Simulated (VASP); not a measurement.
Write the native input for VASP 6.6.1 that does the following.

```
Task                   : single point
Functional             : PBEsol
Potentials or basis    : VASP PAW PBE potentials, release 64 (Si)
Cutoff                 : 520 eV
k mesh                 : 12 × 12 × 12
Occupations            : gaussian, width 0.02 eV
Spin                   : no spin polarisation
Dipole correction      : no
Further INCAR settings : ALGO = Normal; EDIFF = 1e-06; NBANDS = 11
```

The structure of Si lies in POSCAR:

```
Si
1.0
    0.0000000000      2.7169171022      2.7169171022
    2.7169171022      0.0000000000      2.7169171022
    2.7169171022      2.7169171022      0.0000000000
Si
2
Direct
    0.7500000000      0.7500000000      0.7500000000
    0.5000000000      0.5000000000      0.5000000000
```

The input as run:

INCAR

```
PREC = Accurate ; ENCUT = 520
EDIFF = 1E-6 ; ISMEAR = 0
SIGMA = 0.02 ; LREAL = False
LASPH = True ; NELM = 60
ALGO = Normal ; ISIF = 2
LWAVE = False ; LCHARG = False
GGA = PS ; NBANDS = 11
```

KPOINTS

```
Automatic mesh
0
Gamma
  12 12 12
```

Potentials or basis: VASP PAW PBE potentials, release 64 (Si).

The run is started by

```bash
$ cat potpaw_PBE.64/Si/POTCAR > POTCAR
$ mpirun -np 1 vasp_std > vasp.out
```

Results of the run:

```
Pressure               : 0.1 GPa
Band gap on the k mesh : 0.46 eV, indirect (least direct gap 2.52 eV)
```

Caveat: the PAW data sets were made with another functional, which shifts forces and pressure a little.

Run time: 18 s on 1 thread of Intel(R) Xeon(R) Platinum 8488C (Sapphire Rapids) (shared host), peak memory 0.17 GiB.
